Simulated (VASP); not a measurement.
# InP (F-43m) in VASP: settings compared, part 2 of 2

VASP 6.6.1.

## 4. Single point, b88 exchange, pbe correlation

This run uses another cell than the first one, of 24.66 Å³/atom.

File INCAR:

```
SYSTEM = InP
  ALGO = Normal
  EDIFF = 1E-6
  ENCUT = 500
  GGA = LIBXC
  GGA_COMPAT = .False.
  ISIF = 2
  ISMEAR = -1
  LASPH = .True.
  LCHARG = .True.
  LELF = .True.
  LIBXC1 = GGA_X_B88
  LIBXC2 = GGA_C_PBE
  LREAL = .False.
  LVHAR = .True.
  LWAVE = .False.
  NBANDS = 16
  NELM = 120
  PREC = Accurate
  SIGMA = 0.05
```

File KPOINTS:

```
k-points
0
Gamma
  8 8 8
  0 0 0
```

File POSCAR:

```
InP
1.0
    0.0000000000      2.9108316221      2.9108316221
    2.9108316221      0.0000000000      2.9108316221
    2.9108316221      2.9108316221      0.0000000000
In P
1 1
Direct
    0.0000000000      0.0000000000      0.0000000000
    0.7500000000      0.7500000000      0.7500000000
```

Potentials or basis: VASP PAW PBE potentials, release 64 (In_d, P).

Run with:

```console
$ cat potpaw_PBE.64/In_d/POTCAR potpaw_PBE.64/P/POTCAR > POTCAR
$ mpirun -np 1 vasp_std > vasp.out
```

OUTCAR:

```text
SYSTEM = InP
   EDIFF = 1E-6
   ENCUT = 500
   GGA = LIBXC
   ISIF = 2
   ISMEAR = -1
   LASPH = .True.
   LREAL = .False.
   NELM = 120
   PREC = Accurate

 ion  position               nearest neighbor table
   1  0.000  0.000  0.000-   2 2.52   2 2.52   2 2.52   2 2.52
   2  0.750  0.750  0.750-   1 2.52   1 2.52   1 2.52   1 2.52

  LATTYP: Found a face centered cubic cell.
 ALAT       =     5.8216632442

  Lattice vectors:

 A1 = (   0.0000000000,   2.9108316221,   2.9108316221)
 A2 = (   2.9108316221,   0.0000000000,   2.9108316221)
 A3 = (   2.9108316221,   2.9108316221,   0.0000000000)

Analysis of symmetry for initial positions (statically):
=====================================================================
 Subroutine PRICEL returns:
 Original cell was already a primitive cell.

 Routine SETGRP: Setting up the symmetry group for a
 face centered cubic supercell.

 Subroutine GETGRP returns: Found 24 space group operations
 (whereof 24 operations were pure point group operations)
 out of a pool of 48 trial point group operations.

The static configuration has the point symmetry T_d .

Analysis of symmetry for dynamics (positions and initial velocities):
=====================================================================
 Subroutine PRICEL returns:
 Original cell was already a primitive cell.

 Routine SETGRP: Setting up the symmetry group for a
 face centered cubic supercell.

 Subroutine GETGRP returns: Found 24 space group operations
 (whereof 24 operations were pure point group operations)
 out of a pool of 48 trial point group operations.

The dynamic configuration has the point symmetry T_d .

 Subroutine INISYM returns: Found 24 space group operations
 (whereof 24 operations are pure point group operations),
 and found     1 'primitive' translations

----------------------------------------------------------------------------------------

                                     Primitive cell

  volume of cell :      49.3266

  direct lattice vectors                    reciprocal lattice vectors
     0.000000000  2.910831622  2.910831622    -0.171772217  0.171772217  0.171772217
     2.910831622  0.000000000  2.910831622     0.171772217 -0.171772217  0.171772217
     2.910831622  2.910831622  0.000000000     0.171772217  0.171772217 -0.171772217

  length of vectors
     4.116537558  4.116537558  4.116537558     0.297518207  0.297518207  0.297518207

  position of ions in fractional coordinates (direct lattice)
     0.000000000  0.000000000  0.000000000
     0.750000000  0.750000000  0.750000000

  ion indices of the primitive-cell ions
   primitive index   ion index
                 1           1
                 2           2

----------------------------------------------------------------------------------------

 KPOINTS: k-points

Automatic generation of k-mesh.
 Grid dimensions read from file:
 generate k-points for:    8    8    8

 Generating k-lattice:

  Cartesian coordinates                     Fractional coordinates (reciprocal lattice)
    -0.021471527  0.021471527  0.021471527     0.125000000  0.000000000  0.000000000
     0.021471527 -0.021471527  0.021471527     0.000000000  0.125000000  0.000000000
     0.021471527  0.021471527 -0.021471527     0.000000000  0.000000000  0.125000000

  Length of vectors
     0.037189776  0.037189776  0.037189776

  Shift w.r.t. Gamma in fractional coordinates (k-lattice)
     0.000000000  0.000000000  0.000000000

 Subroutine IBZKPT returns following result:
 ===========================================

 Found     29 irreducible k-points:

 Following reciprocal coordinates:
            Coordinates               Weight
  0.000000  0.000000  0.000000      1.000000
  0.125000  0.000000  0.000000      8.000000
  0.250000  0.000000  0.000000      8.000000
  0.375000  0.000000  0.000000      8.000000
  0.500000  0.000000  0.000000      4.000000
  0.125000  0.125000  0.000000      6.000000
[... 16 lines left out ...]
  0.500000  0.250000  0.125000     48.000000
 -0.375000  0.250000  0.125000     24.000000
 [... further k-points ...]
   k-points           NKPTS =     29   k-points in BZ     NKDIM =     29   number of bands    NBANDS=     16
   number of dos      NEDOS =    301   number of ions     NIONS =      2
   total plane-waves  NPLWV =  27000
   dimension x,y,z NGX =    30 NGY =   30 NGZ =   30
   dimension x,y,z NGXF=    60 NGYF=   60 NGZF=   60
   ions per type =               1   1
   NGX,Y,Z   is equivalent  to a cutoff of  12.12, 12.12, 12.12 a.u.
   NGXF,Y,Z  is equivalent  to a cutoff of  24.23, 24.23, 24.23 a.u.
 SYSTEM =  InP
   PREC   = accura    normal or accurate (medium, high low for compatibility)
   ISTART =      0    job   : 0-new  1-cont  2-samecut
   ICHARG =      2    charge: 1-file 2-atom 10-const
   ISPIN  =      1    spin polarized calculation?
   LNONCOLLINEAR =      F non collinear calculations
   LSORBIT =      F    spin-orbit coupling
   LASPH  =      T    aspherical Exc in radial PAW
   ENCUT  =  500.0 eV  36.75 Ry    6.06 a.u.   7.51  7.51  7.51*2*pi/ulx,y,z
   NELM   =    120;   NELMIN=  2; NELMDL= -5     # of ELM steps
   EDIFF  = 0.1E-05   stopping-criterion for ELM
   LREAL  =      F    real-space projection
   EDIFFG = 0.1E-04   stopping-criterion for IOM
   NSW    =      0    number of steps for IOM
   IBRION =     -1    ionic relax: 0-MD 1-quasi-New 2-CG
   NFREE  =      0    steps in history (QN), initial steepest desc. (CG)
   ISIF   =      2    stress and relaxation
   ISYM   =      2    0-nonsym 1-usesym 2-fastsym
   POTIM  = 0.5000    time-step for ionic-motion
   TEBEG  =    0.0;   TEEND  =   0.0 temperature during run
   PSTRESS=    0.0 pullay stress
   NELECT =      18.0000    total number of electrons
   NUPDOWN=      -1.0000    fix difference up-down
   EMIN   =  10.00;   EMAX   =-10.00  energy-range for DOS
   EFERMI =   0.00;   METHOD = LEGACY
   ISMEAR =    -1;   SIGMA  =   0.05  broadening in eV -4-tet -1-fermi 0-gaus
   EFERMI_NEDOS =   21; number of points for ismear=-14 and -15
   IALGO  =     38    algorithm
   IMIX   =      4    mixing-type and parameters
     AMIX     =   0.40;   BMIX     =  1.00
     AMIX_MAG =   1.60;   BMIX_MAG =  1.00
  volume/ion in A,a.u.               =      24.66       166.44
  Fermi-wavevector in a.u.,A,eV,Ry     =   1.169873  2.210739 18.620961  1.368602
  Thomas-Fermi vector in A             =   2.306339
   LORBIT       =      0    0 simple, 1 ext, 2 COOP (PROOUT), +10 PAW based schemes
   GGA     = LIBXC    functional components
   LHFCALC =     F    Hartree Fock is set to
   AEXX    =    0.0000 exact exchange contribution
   IVDW    =     0    specifies the selected vdW correction
   LEPSILON=     F    determine dielectric tensor
   LRPA    =     F    only Hartree local field effects (RPA)
 non-spin polarized calculation
  energy-cutoff  :      500.00
  volume of cell :       49.33
 maximum number of plane-waves:      1283
   NGX = 15   NGY = 15   NGZ = 15

 number of electron      18.0000011 magnetization

 Free energy of the ion-electron system (eV)
  ---------------------------------------------------
  ext. energy  EPLUGINS =         0.00000000
  ---------------------------------------------------
  free energy    TOTEN  =        -8.12086516 eV

  energy without entropy =       -8.12086294  energy(sigma->0) =       -8.12086405

 E-fermi :   5.8054     XC(G=0):  -9.4068

 val. band max:        5.3737756107   @ k =   0.0000   0.0000   0.0000
 cond. band min:       6.1752820646   @ k =   0.0000   0.0000   0.0000
 fundamental gap:      0.8015064539
 Fermi energy:         5.8053660034

 k-point     1 :       0.0000    0.0000    0.0000
  band No.  band energies     occupation
      1      -8.8742      2.00000
      2      -8.8742      2.00000
      3      -8.8742      2.00000
      4      -8.7115      2.00000
      5      -8.7115      2.00000
      6      -6.2852      2.00000
[... 8 lines left out ...]
     15      14.8674      0.00000
     16      14.8674      0.00000
[... 419 lines left out ...]
 k-point    24 :      -0.3750    0.2500    0.1250
  band No.  band energies     occupation
      1      -9.0165      2.00000
      2      -8.8223      2.00000
      3      -8.8010      2.00000
      4      -8.7176      2.00000
      5      -8.6976      2.00000
      6      -4.1649      2.00000
[... 8 lines left out ...]
     15      16.1377      0.00000
     16      16.7890      0.00000

 [... further k-points ...]

------------------------ aborting loop because EDIFF is reached ----------------------------------------

  FORCE on cell =-STRESS in cart. coord.  units (eV):
  Direction    XX          YY          ZZ          XY          YZ          ZX
  --------------------------------------------------------------------------------------
  -------------------------------------------------------------------------------------
  Total        1.4619666      1.4619666      1.4619666     -0.0000000      0.0000000     -0.0000000
  in kB       47.4861304     47.4861304     47.4861304     -0.0000000      0.0000000     -0.0000000
  external PRESSURE =      47.4861304 kB  Pullay stress =       0.0000000 kB

 VOLUME and BASIS-vectors are now :
 -----------------------------------------------------------------------------
  energy-cutoff  :      500.00
  volume of cell :       49.33
      direct lattice vectors                 reciprocal lattice vectors
     0.000000000  2.910831622  2.910831622    -0.171772217  0.171772217  0.171772217
     2.910831622  0.000000000  2.910831622     0.171772217 -0.171772217  0.171772217
     2.910831622  2.910831622  0.000000000     0.171772217  0.171772217 -0.171772217

 POSITION                                       TOTAL-FORCE (eV/Angst)
 -----------------------------------------------------------------------------------
      0.00000      0.00000      0.00000         0.000000      0.000000      0.000000
      4.36625      4.36625      4.36625        -0.000000     -0.000000     -0.000000
 -----------------------------------------------------------------------------------
    total drift:                               -0.000000     -0.000000     -0.000000

  FREE ENERGIE OF THE ION-ELECTRON SYSTEM (eV)
  ---------------------------------------------------
  free  energy   TOTEN  =        -8.1208651559 eV

  energy  without entropy=       -8.1208629397  energy(sigma->0) =       -8.12086405
```

It took 39 s on 1 thread of AMD EPYC 7R43 (Zen 3), shared host; peak memory 0.14 GiB.

What came out:

- Free energy: -8.1209 eV
- Pressure: 4.7 GPa
- Band gap on the k mesh: 0.80 eV

Levels at points of the mesh, in eV from the valence-band top:
```tsv
k point	band 5	band 6	band 7	band 8	band 9	band 10	band 11	band 12	band 13	band 14
(0.00, 0.00, 0.00)	-14.09	-11.66	0.00	0.00	0.00	0.80	4.09	4.09	4.09	8.66
(0.50, 0.00, 0.00)	-14.07	-9.87	-5.84	-1.00	-1.00	1.54	4.81	4.81	7.14	9.57
(0.50, 0.50, 0.00)	-14.05	-9.19	-5.85	-2.39	-2.39	1.73	2.26	9.33	9.72	9.72
```

Caveat: the cell stands under pressure; the PAW data sets were made with another functional, which shifts forces and pressure a little; spin-orbit coupling is left out, which moves the levels of the heavy elements.

## 5. Single point, b88 exchange, pbe correlation

This run uses another cell than the first one, of 25.17 Å³/atom.

File INCAR:

```
PREC = Accurate
ENCUT = 500
EDIFF = 1E-6
ISMEAR = -1
SIGMA = 0.05
LREAL = F
LASPH = T
NELM = 120
ALGO = Normal
ISIF = 2
LWAVE = F
LCHARG = T
GGA = LIBXC
LIBXC1 = GGA_X_B88
LIBXC2 = GGA_C_PBE
LELF = T
LVHAR = T
NBANDS = 16
GGA_COMPAT = F
```

File KPOINTS:

```
Automatic mesh
0
Gamma
  8 8 8
```

File POSCAR:

```
InP
1.0
    0.0000000000      2.9305000000      2.9305000000
    2.9305000000      0.0000000000      2.9305000000
    2.9305000000      2.9305000000      0.0000000000
In P
1 1
Direct
    0.0000000000      0.0000000000      0.0000000000
    0.7500000000      0.7500000000      0.7500000000
```

Run with:

```console
$ cat potpaw_PBE.64/In_d/POTCAR potpaw_PBE.64/P/POTCAR > POTCAR
$ mpirun -np 1 vasp_std > vasp.out
```

Run time: 46 s. Hardware: 1 thread of AMD EPYC 7R43 (Zen 3), shared host; peak memory 0.14 GiB.

It converged, with:

```
Free energy            : -8.1460 eV
Pressure               : 3.2 GPa
Band gap on the k mesh : 0.69 eV
```

Levels at points of the mesh, in eV from the valence-band top:
| k point | band 5 | band 6 | band 7 | band 8 | band 9 | band 10 | band 11 | band 12 | band 13 | band 14 |
| --- | --- | --- | --- | --- | --- | --- | --- | --- | --- | --- |
| (0.00, 0.00, 0.00) | -14.05 | -11.52 | 0.00 | 0.00 | 0.00 | 0.69 | 4.09 | 4.09 | 4.09 | 8.57 |
| (0.50, 0.00, 0.00) | -14.04 | -9.80 | -5.73 | -0.97 | -0.97 | 1.49 | 4.81 | 4.81 | 7.10 | 9.47 |
| (0.50, 0.50, 0.00) | -14.02 | -9.14 | -5.76 | -2.32 | -2.32 | 1.76 | 2.26 | 9.20 | 9.59 | 9.59 |

Caveat: the cell stands under pressure; the PAW data sets were made with another functional, which shifts forces and pressure a little; spin-orbit coupling is left out, which moves the levels of the heavy elements.

## 6. Single point, b88 exchange, pbe correlation

This run uses another cell than the first one, of 25.67 Å³/atom.

File INCAR:

```
PREC = Accurate ; ENCUT = 500
EDIFF = 1E-6 ; ISMEAR = -1
SIGMA = 0.05 ; LREAL = F
LASPH = T ; NELM = 120
ALGO = Normal ; ISIF = 2
LWAVE = F ; LCHARG = F
GGA = LIBXC ; LIBXC1 = GGA_X_B88
LIBXC2 = GGA_C_PBE ; NBANDS = 16
GGA_COMPAT = F
```

File KPOINTS:

```
regular mesh
0
Gamma
  8 8 8
```

File POSCAR:

```
InP
1.0
    0.0000000000      2.9499078504      2.9499078504
    2.9499078504      0.0000000000      2.9499078504
    2.9499078504      2.9499078504      0.0000000000
In P
1 1
Direct
    0.0000000000      0.0000000000      0.0000000000
    0.7500000000      0.7500000000      0.7500000000
```

Potentials or basis: VASP PAW PBE potentials, release 64 (In_d, P).

Run with:

```console
$ cat potpaw_PBE.64/In_d/POTCAR potpaw_PBE.64/P/POTCAR > POTCAR
$ mpirun -np 1 vasp_std > vasp.out
```

Run time: 38 s. Hardware: 1 thread of AMD EPYC 7R43 (Zen 3), shared host; peak memory 0.14 GiB.

The run converged. Its results:

- Free energy: -8.1618 eV
- Pressure: 1.8 GPa
- Band gap on the k mesh: 0.58 eV

Levels at points of the mesh, in eV from the valence-band top:
```
           k point  band 5  band 6  band 7  band 8  band 9  band 10  band 11  band 12  band 13  band 14
(0.00, 0.00, 0.00)  -14.02  -11.38    0.00    0.00    0.00     0.58     4.09     4.09     4.09     8.48
(0.50, 0.00, 0.00)  -14.01   -9.73   -5.63   -0.94   -0.94     1.44     4.81     4.81     7.06     9.38
(0.50, 0.50, 0.00)  -13.99   -9.09   -5.67   -2.25   -2.25     1.80     2.26     9.08     9.45     9.45
```

Caveat: the PAW data sets were made with another functional, which shifts forces and pressure a little; spin-orbit coupling is left out, which moves the levels of the heavy elements.

## 7. The runs side by side

```tsv
cell	gap on the mesh (eV)	pressure (GPa)
a = 4.060 Å, angles 60.0°, 2 atoms	1.03	8.4
a = 4.088 Å, angles 60.0°, 2 atoms	0.91	6.5
a = 4.117 Å, angles 60.0°, 2 atoms	0.80	4.7
a = 4.144 Å, angles 60.0°, 2 atoms	0.69	3.2
a = 4.172 Å, angles 60.0°, 2 atoms	0.58	1.8
```

Alike in all rows: task single point; level b88 exchange, pbe correlation; potentials or basis VASP PAW PBE potentials, release 64 (In_d, P); no spin polarisation; k mesh 8 × 8 × 8; cutoff (eV) 500; smearing fermi-dirac 0.05 eV.

Caveats: the PAW data sets were made with another functional, which shifts forces and pressure a little; spin-orbit coupling is left out, which moves the levels of the heavy elements; the cell stands under pressure (at least some runs).

Absolute energies hang on the potentials; compare differences alone.
